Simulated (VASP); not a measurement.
Runs of VASP 6.6.1 on In. The structure is that of space group Fm-3m (No. 225), or close to it. The cells are those of the table. 

| task | cell | k mesh | cutoff (eV) | gap on the mesh (eV) | pressure (GPa) | relaxed volume (Å³/atom) |
| --- | --- | --- | --- | --- | --- | --- |
| single point | a = 3.309 Å, angles 60.0°, 1 atom | 16 × 16 × 16 | 520 | none | 0.0 | - |
| single point | a = 3.316 Å, angles 60.0°, 1 atom | 8 × 8 × 8 | 520 | none | (a) | - |
| relaxation of cell and atoms | relaxed from a = 3.162 Å, angles 60.0°, 1 atom | 8 × 8 × 8 | 600 | none | 0.1 | 25.61 |
| single point | a = 3.162 Å, angles 60.0°, 1 atom | 8 × 8 × 8 | 520 | none | 8.8 | - |
| relaxation of cell and atoms | relaxed from a = 3.316 Å, angles 60.0°, 1 atom | 16 × 16 × 16 | 600 | none | 0.0 | 25.62 |

Alike in all rows: level PBEsol; potentials or basis VASP PAW PBE potentials, release 64 (In_d); no spin polarisation; smearing gaussian 0.1 eV.

Fill in the values left out.

(a) -0.3.

Caveats: the PAW data sets were made with another functional, which shifts forces and pressure a little; spin-orbit coupling is left out, which moves the levels of the heavy elements.

A k mesh can miss the band edges, and the runs leave out spin-orbit coupling on In.

A gap of «none» marks levels without a gap at the run's occupations.
